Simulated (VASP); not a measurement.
# NaF: single point with PBEsol

NaF:

```
Na F
1.0
     0.00000    2.31462    2.31462
     2.31462    0.00000    2.31462
     2.31462    2.31462    0.00000
Na F
1 1
Cartesian
  0.0000 0.0000 0.0000
  2.3146 2.3146 2.3146
```

```json
{
 "Program": "VASP 6.6.1",
 "Task": "single point",
 "Functional": "PBEsol",
 "Potentials or basis": "VASP PAW PBE potentials, release 64 (Na_pv, F)",
 "Cutoff": "600 eV",
 "k mesh": "8 × 8 × 8",
 "Occupations": "gaussian, width 0.02 eV",
 "Spin": "no spin polarisation"
}
```

| Quantity | Value |
| --- | --- |
| Pressure | -0.2 GPa |
| Band gap on the k mesh | 6.18 eV |

Levels at points of the mesh, in eV from the valence-band top:
```
           k point  band 4  band 5  band 6  band 7  band 8  band 9  band 10  band 11
(0.00, 0.00, 0.00)  -18.76    0.00    0.00    0.00    6.18   18.87    18.87    18.87
(0.50, 0.00, 0.00)  -18.01   -1.63   -0.26   -0.26   10.63   12.36    20.02    20.02
(0.50, 0.50, 0.00)  -18.80   -1.30   -0.41   -0.41   13.00   13.11    13.56    19.68
```

Wall time 10 s on 1 thread of Intel(R) Xeon(R) Platinum 8375C CPU @ 2.90GHz (Ice Lake), with other jobs on the host, peak memory 0.15 GiB.

Caveat: the PAW data sets were made with another functional, which shifts forces and pressure a little. PBEsol gaps usually lie below the measured ones, often by a third to a half.
